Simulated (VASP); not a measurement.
Runs of VASP 6.6.1 on Ru. The structure is that of space group P6/mmm (No. 191), or close to it. The cells are those of the table. 

```tsv
potentials or basis	spin	cell	k mesh	second run	gap on the mesh (eV)	moment (μB)	largest force (eV/Å)
VASP PAW PBE potentials, release 64 (Ru_sv)	collinear, ferromagnetic start	a = 2.634, b = 2.634, c = 28.023 Å, angles 90.0, 90.0, 120.0°, 2 atoms	6 × 6 × 1	valence_matched	none	0.00	0.03
VASP PAW PBE potentials, release 64 (Ru_pv)	off	a = 2.634, b = 2.634, c = 28.023 Å, angles 90.0, 90.0, 120.0°, 2 atoms	24 × 24 × 1	-	none	-	(a)
VASP PAW PBE potentials, release 64 (Ru_pv)	off	a = 2.634, b = 2.634, c = 28.023 Å, angles 90.0, 90.0, 120.0°, 2 atoms	6 × 6 × 1	-	none	-	0.10
VASP PAW PBE potentials, release 64 (Ru_pv)	off	a = 2.745, b = 2.745, c = 17.000 Å, angles 90.0, 90.0, 120.0°, 2 atoms	6 × 6 × 1	-	none	-	2.50
VASP PAW PBE potentials, release 64 (Ru_sv)	off	a = 2.634, b = 2.634, c = 28.023 Å, angles 90.0, 90.0, 120.0°, 2 atoms	6 × 6 × 1	valence_matched	none	-	0.03
VASP PAW PBE potentials, release 64 (Ru_pv)	collinear, ferromagnetic start	a = 2.634, b = 2.634, c = 28.023 Å, angles 90.0, 90.0, 120.0°, 2 atoms	6 × 6 × 1	-	none	0.00	0.10
VASP PAW PBE potentials, release 64 (Ru_sv)	off	a = 2.622, b = 2.622, c = 28.023 Å, angles 90.0, 90.0, 120.0°, 2 atoms	24 × 24 × 1	valence_matched	none	-	0.01
VASP PAW PBE potentials, release 64 (Ru_pv)	off	a = 2.622, b = 2.622, c = 28.023 Å, angles 90.0, 90.0, 120.0°, 2 atoms	24 × 24 × 1	-	none	-	0.11
```

Alike in all rows: task single point; level PBE; cutoff (eV) 520; smearing gaussian 0.1 eV.

Question: Estimate the missing entries.

Answer: (a) 0.34.

Caveats: some runs use coarse meshes.

A k mesh can miss the band edges, and the runs leave out spin-orbit coupling on Ru.

A gap of «none» marks levels without a gap at the run's occupations.

The runs don't all hold the same shells in valence.
